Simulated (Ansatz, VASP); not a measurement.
# Ba: VASP beside Ansatz

```
Ba
1.0
     0.00000    3.26011    3.26011
     3.26011    0.00000    3.26011
     3.26011    3.26011    0.00000
Ba
1
Direct
  0.00000 0.00000 0.00000
```

Alike in both runs: functional RPBE; k mesh 9 × 9 × 9; occupations fermi-dirac, width 0.1 eV; no spin polarisation.

Ansatz relaxed the structure, and its values are those at the end. VASP's run is a single point on that final structure, the one shown.

|  | VASP | Ansatz |
| --- | --- | --- |
| version | VASP 6.6.1 | Ansatz 0.2.0 |
| potentials or method | VASP PAW PBE potentials, release 64 (Ba_sv), cutoff 520 eV | plane waves (420 eV) with PAW, scalar-relativistic |
| valence electrons in the cell | 10 | 10 |

```tsv
	VASP	Ansatz	Ansatz less VASP
pressure (GPa)	0.1	0.0	-0.03
```

VASP's potentials were made for PBE, not for RPBE.

Spin-orbit coupling is off throughout.
